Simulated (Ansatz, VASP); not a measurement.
## W: VASP beside Ansatz

```
CELL_PARAMETERS angstrom
5.03204 0.00000 0.00000
0.00000 5.03204 0.00000
0.00000 0.00000 5.03204
ATOMIC_POSITIONS crystal
W 0.00320 0.00000 0.00000
W 0.50320 0.50000 0.50000
W 0.00585 0.50000 0.25000
W 0.00585 0.50000 0.75000
W 0.23510 0.00000 0.50000
W 0.73510 0.00000 0.50000
W 0.50585 0.75000 0.00000
W 0.50585 0.25000 0.00000
```

Change from the starting cell: mode 4 (100.5 1/cm) frozen in, largest displacement +0.075 Å.

Alike in both runs: task single point; functional PBEsol; k mesh 8 × 8 × 8; occupations gaussian, width 0.15 eV; no spin polarisation.

```csv
,VASP,Ansatz
version,VASP 6.6.1,Ansatz 0.2.0
potentials or method,"VASP PAW PBE potentials, release 64 (W_sv), cutoff 520 eV","scalar-relativistic, plane waves, PAW"
valence electrons in the cell,112,112
```

Ansatz gave:

| Item | Value |
| --- | --- |
| gap on the k mesh at the Fermi level (eV) | none |
| pressure (GPa) | 0.2 |
| traceless stress, the component that is largest in VASP (GPa) | 0.07 |
| rms of the force components (eV/Å) | 0.174 |

What did VASP give for the same quantities?

gap on the k mesh at the Fermi level (eV): none; pressure (GPa): 0.9; traceless stress, the component that is largest in VASP (GPa): 0.07; rms of the force components (eV/Å): 0.175.

VASP's potentials were made for PBE, not for PBEsol. Atom by atom the forces differ by 0.000 eV/Å (rms over components). A gap of «none» marks a metal or a gap that the smearing closes. The functional is the same, so the differences come from potentials, cutoffs and numerics.

Spin-orbit coupling is off throughout.
